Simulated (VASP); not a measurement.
**CdHg2S3: single point with PBE**

Crystal: CdHg2S3.

```
Cd Hg S
1.0
     3.49045    2.01521    3.33176
    -3.49045    2.01521    3.33176
     0.00000   -4.03042    3.33176
Cd Hg S
1 2 3
Direct
  0.00000 0.00000 0.00000
  0.63914 0.63914 0.63914
  0.36086 0.36086 0.36086
  0.00000 0.50000 0.00000
  0.50000 0.00000 0.00000
  0.00000 0.00000 0.50000
```

```
Program                : VASP 6.6.1
Task                   : single point
Functional             : PBE
Potentials or basis    : VASP PAW PBE potentials, release 64 (Cd, Hg, S)
Cutoff                 : 520 eV
k mesh                 : 3 × 3 × 3
Occupations            : gaussian, width 0.1 eV
Spin                   : no spin polarisation
Dipole correction      : no
Further INCAR settings : ALGO = Normal; EDIFF = 1e-07; NBANDS = 36
```

- Pressure: 0.5 GPa
- Largest force: 0.015 eV/Å
- Band gap on the k mesh: zero (band 27 reaches 2.31 eV, above the bottom of band 28 at 1.72 eV)

Forces on the atoms (eV/Å):
```
Cd   0.000  0.000  0.000
Hg   0.000  0.000  0.015
Hg   0.000  0.000 -0.015
S    0.000  0.000  0.000
S    0.000  0.000  0.000
S    0.000  0.000  0.000
```

Stress tensor (GPa, compression positive):
```
0.42 0.00 0.00
0.00 0.42 0.00
0.00 0.00 0.55
```

Levels at points of the mesh, in eV from the Fermi level:
```tsv
k point	band 23	band 24	band 25	band 26	band 27	band 28	band 29	band 30	band 31	band 32
(0.00, 0.00, 0.00)	-1.83	-0.84	-0.84	-0.33	-0.33	-0.25	1.10	3.49	4.15	4.15
```

Wall time 25 s on 1 thread of Intel(R) Xeon(R) Platinum 8488C (Sapphire Rapids), with other jobs on the host, peak memory 0.25 GiB.

Caveat: the k points lie up to 0.40 Å⁻¹ apart; spin-orbit coupling is left out, which moves the levels of the heavy elements.
